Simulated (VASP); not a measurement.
Set up this calculation in VASP 6.6.1, as the native input.

```
Task                   : single point
Functional             : PBEsol
Potentials or basis    : VASP PAW PBE potentials, release 64 (K_sv)
Cutoff                 : 520 eV
k mesh                 : 14 × 14 × 14
Occupations            : gaussian, width 0.15 eV
Spin                   : no spin polarisation
Dipole correction      : no
Further INCAR settings : ALGO = Fast; EDIFF = 1e-07; NBANDS = 10
```

The structure of K lies in POSCAR:

```
K
1.0
   -3.8482188601      2.7487277572      2.7487277572
    2.7487277572     -3.8482188601      2.7487277572
    2.7487277572      2.7487277572     -3.8482188601
K
1
Direct
    0.0000000000      0.0000000000      0.0000000000
```

This cell differs from its parent crystal: ratio of the length along [111] to the lengths across it x 0.5, volume and fractional coordinates fixed.

The input as run:

INCAR

```
PREC = Accurate
ENCUT = 520
EDIFF = 1E-7
ISMEAR = 0
SIGMA = 0.15
LREAL = F
LASPH = T
NELM = 80
ALGO = Fast
ISIF = 2
LWAVE = F
LCHARG = T
GGA = PS
LELF = T
LVHAR = T
NBANDS = 10
```

KPOINTS

```
regular mesh
0
Gamma
  14 14 14
```

Potentials or basis: VASP PAW PBE potentials, release 64 (K_sv).

Launch:

```sh
$ cat potpaw_PBE.64/K_sv/POTCAR > POTCAR
$ mpirun -np 1 vasp_std > vasp.out
```

It gave:

| Quantity | Value |
| --- | --- |
| Pressure | 1.5 GPa |
| Band gap on the k mesh | zero (an odd number of electrons rules out a gap without spin polarisation) |

Caveat: the PAW data sets were made with another functional, which shifts forces and pressure a little.

Run time: 10 min on 1 thread of Intel(R) Xeon(R) Platinum 8375C CPU @ 2.90GHz (Ice Lake) (shared host), peak memory 0.38 GiB.
